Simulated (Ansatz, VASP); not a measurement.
# One calculation of B, two programs

File INCAR:

```
ALGO = Normal ; EDIFF = 1E-6
ENCUT = 500 ; GGA = CA
GGA_COMPAT = F ; ISIF = 2
ISMEAR = 0 ; LASPH = T
LCHARG = T ; LELF = T
LREAL = F ; LVHAR = T
LWAVE = F ; NBANDS = 22
NELM = 120 ; PREC = Accurate
SIGMA = 0.1
```

The input KPOINTS:

```
k-points
0
Gamma
  10 10 12
```

Contents of POSCAR:

```
B
1.0
    4.1504435502      0.0000000000      0.0000000000
    0.0000000000      4.1808509005      0.0000000000
    0.0000000000      0.0000000000      3.4056231726
B
8
Direct
    0.0000000000      0.0000000000      0.7497103946
    0.5000000000      0.5000000000      0.7502896054
    0.0000000000      0.0000000000      0.2502896054
    0.5000000000      0.5000000000      0.2497103946
    0.6409541026      0.8573162352      0.0000000000
    0.3590458974      0.1426837648      0.0000000000
    0.1409541026      0.6426837648      0.5000000000
    0.8590458974      0.3573162352      0.5000000000
```

Input for Ansatz:

```yaml
crystal:
  lattice:
    - [4.1504435502, 0.0, 0.0]
    - [0.0, 4.1808509005, 0.0]
    - [0.0, 0.0, 3.4056231726]
  atoms:
    - { symbol: B, position: [0.0, 0.0, 0.7497103946] }
    - { symbol: B, position: [0.5, 0.5, 0.7502896054] }
    - { symbol: B, position: [0.0, 0.0, 0.2502896054] }
    - { symbol: B, position: [0.5, 0.5, 0.2497103946] }
    - { symbol: B, position: [0.6409541026, 0.8573162352, 0.0] }
    - { symbol: B, position: [0.3590458974, 0.1426837648, 0.0] }
    - { symbol: B, position: [0.1409541026, 0.6426837648, 0.5] }
    - { symbol: B, position: [0.8590458974, 0.3573162352, 0.5] }
basis:
  ecutrho_ratio: 12
kpoints:
  mp_grid: { grid: [10, 10, 12] }
hamiltonian:
  xc: lda
scf:
  occupations: { method: gaussian, width: 0.1 }
output:
  forces: true
  eigenvalues: true
  stress: true
```

Alike in both runs: task single point; functional LDA; k mesh 10 × 10 × 12; occupations gaussian, width 0.1 eV; no spin polarisation.

|  | VASP | Ansatz |
| --- | --- | --- |
| version | VASP 6.6.1 | Ansatz 0.2.0 |
| potentials or method | VASP PAW LDA potentials, release 64 (B) | scalar-relativistic, plane waves, PAW |
| plane-wave cutoff (eV) | 500 | 420 |
| valence electrons in the cell | 24 | 24 |

|  | VASP | Ansatz | Ansatz less VASP |
| --- | --- | --- | --- |
| gap on the k mesh at the Fermi level (eV) | none | none | - |
| pressure (GPa) | -7.6 | -7.9 | -0.22 |
| traceless stress, the component that is largest in VASP (GPa) | -0.50 | -0.45 | +0.054 |
| rms of the force components (eV/Å) | 0.009 | 0.007 | -0.0019 |

LDA's correlation is that of Perdew and Zunger in VASP and of Perdew and Wang (1992) in Ansatz. Atom by atom the forces differ by 0.002 eV/Å (rms over components). A gap of «none» marks a metal or a gap that the smearing closes.
